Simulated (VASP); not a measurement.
# NbH2 (Fm-3m) in VASP: further runs

Runs on NbH2. Level: PBEsol. Tasks: single point, relaxation of cell and atoms.

All numbers are computed with VASP 6.6.1; they aren't measurements. Logs are shortened: lines on timing, memory, paths and dates and some standing lists are left out, and cuts for length are marked.

**1. The cell of the first run**

Symmetry: Fm-3m, No. 225, cubic system. Conventional cell: a = 4.518 Å, b = 4.518 Å, c = 4.518 Å, α = 90.00°, β = 90.00°, γ = 90.00°. Nb (site symmetry m-3m) has 8 H at 1.96 Å within 2.6 Å. H (site symmetry -43m) has 4 Nb at 1.96 Å and 6 H at 2.26 Å within 2.6 Å.

**2. Single point, PBEsol**

Input file INCAR:

```
SYSTEM = NbH2
PREC = Accurate
ENCUT = 500
EDIFF = 1E-6
ISMEAR = 1
SIGMA = 0.05
LREAL = .False.
LASPH = .True.
NELM = 120
ALGO = Normal
ISIF = 2
LWAVE = .False.
LCHARG = .True.
GGA = PS
LELF = .True.
LVHAR = .True.
NBANDS = 14
GGA_COMPAT = .False.
```

Input file KPOINTS:

```
regular mesh
0
Gamma
  7 7 7
  0 0 0
```

Input file POSCAR:

```
NbH2
1.0
    0.0000000000      2.2590222701      2.2590222701
    2.2590222701      0.0000000000      2.2590222701
    2.2590222701      2.2590222701      0.0000000000
Nb H
1 2
Direct
    0.0000000000      0.0000000000      0.0000000000
    0.2500000000      0.2500000000      0.2500000000
    0.7500000000      0.7500000000      0.7500000000
```

Potentials or basis: VASP PAW PBE potentials, release 64 (Nb_sv, H).

Command:

```sh
$ cat potpaw_PBE.64/Nb_sv/POTCAR potpaw_PBE.64/H/POTCAR > POTCAR
$ mpirun -np 1 vasp_std > vasp.out
```

OUTCAR:

```text
SYSTEM = NbH2
   PREC = Accurate
   ENCUT = 500
   EDIFF = 1E-6
   ISMEAR = 1
   LREAL = .False.
   LASPH = .True.
   NELM = 120
   ISIF = 2
   GGA = PS

 ion  position               nearest neighbor table
   1  0.000  0.000  0.000-   3 1.96   3 1.96   3 1.96   2 1.96   3 1.96   2 1.96   2 1.96   2 1.96

   2  0.250  0.250  0.250-   1 1.96   1 1.96   1 1.96   1 1.96
   3  0.750  0.750  0.750-   1 1.96   1 1.96   1 1.96   1 1.96

  LATTYP: Found a face centered cubic cell.
 ALAT       =     4.5180445402

  Lattice vectors:

 A1 = (   0.0000000000,   2.2590222701,   2.2590222701)
 A2 = (   2.2590222701,   0.0000000000,   2.2590222701)
 A3 = (   2.2590222701,   2.2590222701,   0.0000000000)

Analysis of symmetry for initial positions (statically):
=====================================================================
 Subroutine PRICEL returns:
 Original cell was already a primitive cell.

 Routine SETGRP: Setting up the symmetry group for a
 face centered cubic supercell.

 Subroutine GETGRP returns: Found 48 space group operations
 (whereof 48 operations were pure point group operations)
 out of a pool of 48 trial point group operations.

The static configuration has the point symmetry O_h .

Analysis of symmetry for dynamics (positions and initial velocities):
=====================================================================
 Subroutine PRICEL returns:
 Original cell was already a primitive cell.

 Routine SETGRP: Setting up the symmetry group for a
 face centered cubic supercell.

 Subroutine GETGRP returns: Found 48 space group operations
 (whereof 48 operations were pure point group operations)
 out of a pool of 48 trial point group operations.

The dynamic configuration has the point symmetry O_h .

 Subroutine INISYM returns: Found 48 space group operations
 (whereof 48 operations are pure point group operations),
 and found     1 'primitive' translations

----------------------------------------------------------------------------------------

                                     Primitive cell

  volume of cell :      23.0564

  direct lattice vectors                    reciprocal lattice vectors
     0.000000000  2.259022270  2.259022270    -0.221334693  0.221334693  0.221334693
     2.259022270  0.000000000  2.259022270     0.221334693 -0.221334693  0.221334693
     2.259022270  2.259022270  0.000000000     0.221334693  0.221334693 -0.221334693

  length of vectors
     3.194739932  3.194739932  3.194739932     0.383362933  0.383362933  0.383362933

  position of ions in fractional coordinates (direct lattice)
     0.000000000  0.000000000  0.000000000
     0.250000000  0.250000000  0.250000000
     0.750000000  0.750000000  0.750000000

  ion indices of the primitive-cell ions
   primitive index   ion index
                 1           1
                 2           2
                 3           3

----------------------------------------------------------------------------------------

 KPOINTS: regular mesh

Automatic generation of k-mesh.
 Grid dimensions read from file:
 generate k-points for:    7    7    7

 Generating k-lattice:

  Cartesian coordinates                     Fractional coordinates (reciprocal lattice)
    -0.031619242  0.031619242  0.031619242     0.142857143  0.000000000  0.000000000
     0.031619242 -0.031619242  0.031619242     0.000000000  0.142857143  0.000000000
     0.031619242  0.031619242 -0.031619242     0.000000000  0.000000000  0.142857143

  Length of vectors
     0.054766133  0.054766133  0.054766133

  Shift w.r.t. Gamma in fractional coordinates (k-lattice)
     0.000000000  0.000000000  0.000000000

 Subroutine IBZKPT returns following result:
 ===========================================

 Found     20 irreducible k-points:

 Following reciprocal coordinates:
            Coordinates               Weight
  0.000000  0.000000  0.000000      1.000000
  0.142857  0.000000  0.000000      8.000000
  0.285714  0.000000  0.000000      8.000000
  0.428571  0.000000  0.000000      8.000000
  0.142857  0.142857  0.000000      6.000000
  0.285714  0.142857  0.000000     24.000000
[... 12 lines left out ...]
 -0.428571  0.428571  0.142857     24.000000
 -0.285714  0.428571  0.142857     24.000000
   k-points           NKPTS =     20   k-points in BZ     NKDIM =     20   number of bands    NBANDS=     14
   number of dos      NEDOS =    301   number of ions     NIONS =      3
   total plane-waves  NPLWV =  13824
   dimension x,y,z NGX =    24 NGY =   24 NGZ =   24
   dimension x,y,z NGXF=    48 NGYF=   48 NGZF=   48
   ions per type =               1   2
   NGX,Y,Z   is equivalent  to a cutoff of  12.49, 12.49, 12.49 a.u.
   NGXF,Y,Z  is equivalent  to a cutoff of  24.98, 24.98, 24.98 a.u.
 SYSTEM =  NbH2
   PREC   = accura    normal or accurate (medium, high low for compatibility)
   ISTART =      0    job   : 0-new  1-cont  2-samecut
   ICHARG =      2    charge: 1-file 2-atom 10-const
   ISPIN  =      1    spin polarized calculation?
   LNONCOLLINEAR =      F non collinear calculations
   LSORBIT =      F    spin-orbit coupling
   LASPH  =      T    aspherical Exc in radial PAW
   ENCUT  =  500.0 eV  36.75 Ry    6.06 a.u.   5.82  5.82  5.82*2*pi/ulx,y,z
   NELM   =    120;   NELMIN=  2; NELMDL= -5     # of ELM steps
   EDIFF  = 0.1E-05   stopping-criterion for ELM
   LREAL  =      F    real-space projection
   EDIFFG = 0.1E-04   stopping-criterion for IOM
   NSW    =      0    number of steps for IOM
   IBRION =     -1    ionic relax: 0-MD 1-quasi-New 2-CG
   NFREE  =      0    steps in history (QN), initial steepest desc. (CG)
   ISIF   =      2    stress and relaxation
   ISYM   =      2    0-nonsym 1-usesym 2-fastsym
   POTIM  = 0.5000    time-step for ionic-motion
   TEBEG  =    0.0;   TEEND  =   0.0 temperature during run
   PSTRESS=    0.0 pullay stress
   NELECT =      15.0000    total number of electrons
   NUPDOWN=      -1.0000    fix difference up-down
   EMIN   =  10.00;   EMAX   =-10.00  energy-range for DOS
   EFERMI =   0.00;   METHOD = LEGACY
   ISMEAR =     1;   SIGMA  =   0.05  broadening in eV -4-tet -1-fermi 0-gaus
   EFERMI_NEDOS =   21; number of points for ismear=-14 and -15
   IALGO  =     38    algorithm
   IMIX   =      4    mixing-type and parameters
     AMIX     =   0.40;   BMIX     =  1.00
     AMIX_MAG =   1.60;   BMIX_MAG =  1.00
  volume/ion in A,a.u.               =       7.69        51.86
  Fermi-wavevector in a.u.,A,eV,Ry     =   1.418539  2.680651 27.378379  2.012254
  Thomas-Fermi vector in A             =   2.539654
   LORBIT       =      0    0 simple, 1 ext, 2 COOP (PROOUT), +10 PAW based schemes
   GGA     = PS    functional components
   LHFCALC =     F    Hartree Fock is set to
   AEXX    =    0.0000 exact exchange contribution
   IVDW    =     0    specifies the selected vdW correction
   LEPSILON=     F    determine dielectric tensor
   LRPA    =     F    only Hartree local field effects (RPA)
 non-spin polarized calculation
 Methfessel and Paxton  Order N= 1 SIGMA  =   0.05
  energy-cutoff  :      500.00
  volume of cell :       23.06
 maximum number of plane-waves:       598
   NGX = 11   NGY = 11   NGZ = 11

 number of electron      14.9999998 magnetization

 Free energy of the ion-electron system (eV)
  ---------------------------------------------------
  ext. energy  EPLUGINS =         0.00000000
  ---------------------------------------------------
  free energy    TOTEN  =       -18.50422824 eV

  energy without entropy =      -18.50245824  energy(sigma->0) =      -18.50363824

 E-fermi :  10.2965     XC(G=0): -12.3100

 val. band max:       10.2870745821   @ k =  -0.4286   0.2857   0.1429
 cond. band min:      10.4789501033   @ k =  -0.2857   0.2857   0.0000
 fundamental gap:      0.1918755212
 Fermi energy:        10.2964888189

 k-point     1 :       0.0000    0.0000    0.0000
  band No.  band energies     occupation
      1     -45.0729      2.00000
      2     -20.8433      2.00000
      3     -20.8433      2.00000
      4     -20.8433      2.00000
      5      -0.6275      2.00000
      6       8.7990      2.00000
      7       8.7990      2.00000
      8       8.7990      2.00000
      9       9.1079      2.00000
     10      11.5324      0.00000
     11      11.5324      0.00000
     12      22.6993      0.00000
     13      23.6622      0.00000
     14      23.6622      0.00000

 k-point     2 :       0.1429    0.0000    0.0000
  band No.  band energies     occupation
      1     -45.0546      2.00000
      2     -20.9943      2.00000
      3     -20.8615      2.00000
      4     -20.8615      2.00000
      5      -0.0722      2.00000
      6       6.3270      2.00000
      7       9.0564      2.00000
      8       9.0564      2.00000
      9      11.3462      0.00000
     10      11.3462      0.00000
     11      12.2643      0.00000
     12      20.0205      0.00000
     13      24.7688      0.00000
     14      24.7688      0.00000

 k-point     3 :       0.2857    0.0000    0.0000
  band No.  band energies     occupation
      1     -45.0133      2.00000
      2     -21.3208      2.00000
      3     -20.9021      2.00000
      4     -20.9021      2.00000
      5       1.1205      2.00000
      6       4.9157      2.00000
      7       9.2285      2.00000
      8       9.2285      2.00000
      9      11.6664      0.00000
     10      11.6664      0.00000
     11      14.9893      0.00000
     12      18.5069      0.00000
     13      22.4933      0.00000
     14      26.1221      0.00000
[... 256 lines left out ...]
 k-point    19 :      -0.4286    0.4286    0.1429
  band No.  band energies     occupation
      1     -44.9480      2.00000
      2     -21.4861      2.00000
      3     -21.1783      2.00000
      4     -21.0819      2.00000
      5       3.0574      2.00000
      6       4.1864      2.00000
      7       6.6842      2.00000
      8      11.4742      0.00000
      9      12.6851      0.00000
     10      13.9187      0.00000
     11      17.1141      0.00000
     12      17.1982      0.00000
     13      20.0811      0.00000
     14      21.6748      0.00000

 k-point    20 :      -0.2857    0.4286    0.1429
  band No.  band energies     occupation
      1     -44.9452      2.00000
      2     -21.3833      2.00000
      3     -21.3235      2.00000
      4     -21.0712      2.00000
      5       3.3600      2.00000
      6       4.0225      2.00000
      7       6.9701      2.00000
      8      10.7452     -0.00000
      9      12.7052      0.00000
     10      14.9763      0.00000
     11      15.4097      0.00000
     12      17.5193      0.00000
     13      20.2325      0.00000
     14      22.7862      0.00000

------------------------ aborting loop because EDIFF is reached ----------------------------------------

  FORCE on cell =-STRESS in cart. coord.  units (eV):
  Direction    XX          YY          ZZ          XY          YZ          ZX
  --------------------------------------------------------------------------------------
  -------------------------------------------------------------------------------------
  Total       -0.0847410     -0.0847410     -0.0847410      0.0000000      0.0000000      0.0000000
  in kB       -5.8886112     -5.8886112     -5.8886112      0.0000000      0.0000000      0.0000000
  external PRESSURE =      -5.8886112 kB  Pullay stress =       0.0000000 kB

 VOLUME and BASIS-vectors are now :
 -----------------------------------------------------------------------------
  energy-cutoff  :      500.00
  volume of cell :       23.06
      direct lattice vectors                 reciprocal lattice vectors
     0.000000000  2.259022270  2.259022270    -0.221334693  0.221334693  0.221334693
     2.259022270  0.000000000  2.259022270     0.221334693 -0.221334693  0.221334693
     2.259022270  2.259022270  0.000000000     0.221334693  0.221334693 -0.221334693

 POSITION                                       TOTAL-FORCE (eV/Angst)
 -----------------------------------------------------------------------------------
      0.00000      0.00000      0.00000        -0.000000      0.000000     -0.000000
      1.12951      1.12951      1.12951         0.000000      0.000000      0.000000
      3.38853      3.38853      3.38853        -0.000000     -0.000000     -0.000000
 -----------------------------------------------------------------------------------
    total drift:                               -0.000000      0.000000      0.000000

  FREE ENERGIE OF THE ION-ELECTRON SYSTEM (eV)
  ---------------------------------------------------
  free  energy   TOTEN  =       -18.5042282370 eV

  energy  without entropy=      -18.5024582412  energy(sigma->0) =      -18.50363824
```

Run time: 8.7 s. Hardware: 1 thread of AMD EPYC 7R43 (Zen 3), shared host; peak memory 0.11 GiB.

Results:

```
Free energy            : -18.5042 eV
Pressure               : -0.6 GPa
Band gap on the k mesh : zero (an odd number of electrons rules out a gap without spin polarisation)
```

Levels at points of the mesh, in eV from the Fermi level:
| k point | band 6 | band 7 | band 8 | band 9 | band 10 | band 11 |
| --- | --- | --- | --- | --- | --- | --- |
| (0.00, 0.00, 0.00) | -1.50 | -1.50 | -1.50 | -1.19 | 1.24 | 1.24 |

Caveat: the PAW data sets were made with another functional, which shifts forces and pressure a little.

**3. Relaxation of cell and atoms, PBEsol**

This run uses another cell than the first one, of 7.90 Å³/atom.

Input file INCAR:

```
  PREC = Accurate
  ENCUT = 500
  EDIFF = 1E-7
  ISMEAR = 1
  SIGMA = 0.05
  LREAL = False
  LASPH = True
  NELM = 120
  ALGO = Normal
  ISIF = 3
  LWAVE = False
  LCHARG = False
  GGA = PS
  IBRION = 2
  NSW = 60
  EDIFFG = -0.01
  GGA_COMPAT = False
  NELMIN = 4
```

Input file KPOINTS:

```
Automatic mesh
0
Gamma
  7 7 7
```

Input file POSCAR:

```
NbH2
1.0
    0.0000000000      2.2800000000      2.2800000000
    2.2800000000      0.0000000000      2.2800000000
    2.2800000000      2.2800000000      0.0000000000
Nb H
1 2
Direct
    0.0000000000      0.0000000000      0.0000000000
    0.2500000000      0.2500000000      0.2500000000
    0.7500000000      0.7500000000      0.7500000000
```

Potentials or basis: VASP PAW PBE potentials, release 64 (Nb_sv, H).

Command:

```sh
$ cat potpaw_PBE.64/Nb_sv/POTCAR potpaw_PBE.64/H/POTCAR > POTCAR
$ mpirun -np 1 vasp_std > vasp.out
```

Run time: 20 s. Hardware: 1 thread of AMD EPYC 7R43 (Zen 3), shared host; peak memory 0.11 GiB.

It converged, with:

```
Free energy                           : -18.5055 eV
Relaxed volume                        : 7.66 Å³/atom
Relaxed cell                          : a = 3.192 Å, b = 3.192 Å, c = 3.192 Å, α = 60.00°, β = 60.00°, γ = 60.00°
Space group after relaxing (to 0.1 Å) : Fm-3m (No. 225)
Energy gained by relaxing             : 4.2 meV/atom
Ionic steps                           : 3
Pressure after relaxing               : 0.0 GPa
Band gap on the k mesh                : zero (an odd number of electrons rules out a gap without spin polarisation)
```

Step by step:
```
step  energy change (eV)  largest force (eV/Å)  pressure (GPa)  volume (Å³)
   1              0.0000                0.0000           -5.56        23.70
   2             -0.0114                0.0000            1.89        22.78
   3             -0.0127                0.0000            0.01        22.99
```

Final structure:
```
Nb H
1.0
     0.00000    2.25696    2.25696
     2.25696    0.00000    2.25696
     2.25696    2.25696    0.00000
Nb H
1 2
Direct
  0.00000 0.00000 0.00000
  0.25000 0.25000 0.25000
  0.75000 0.75000 0.75000
```

Levels at points of the mesh, in eV from the Fermi level:
```tsv
k point	band 6	band 7	band 8	band 9	band 10	band 11
(0.00, 0.00, 0.00)	-1.50	-1.50	-1.50	-1.19	1.24	1.24
```

Caveat: the PAW data sets were made with another functional, which shifts forces and pressure a little.
